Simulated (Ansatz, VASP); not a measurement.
One calculation of P, two programs

```xyz
2
Lattice="3.3191 0.0000 0.0000 -1.6596 2.8745 0.0000 0.0000 0.0000 28.0000" Properties=species:S:1:pos:R:3 pbc="T T T"
P     0.0000    1.9163   14.6226
P     1.6596    0.9582   13.3774
```

Change from the starting cell: biaxial strain +0.020, atoms relaxed.

Alike in both runs: task relaxation of the atoms; functional PBE; dispersion D3(BJ); k mesh 9 × 9 × 1; occupations gaussian, width 0.02 eV; no spin polarisation.

|  | VASP | Ansatz |
| --- | --- | --- |
| version | VASP 6.6.1 | Ansatz 0.2.0 |
| potentials or method | VASP PAW PBE potentials, release 64 (P), cutoff 520 eV | scalar-relativistic, plane waves, PAW |
| valence electrons in the cell | 10 | 10 |

VASP gave:

```
gap on the k mesh at the Fermi level, each at its own relaxed structure (eV) : 1.89
```

Question: Estimate Ansatz's values.

Answer: gap on the k mesh at the Fermi level, each at its own relaxed structure (eV): 1.87.

Ansatz's warnings: stress scf threshold loose.
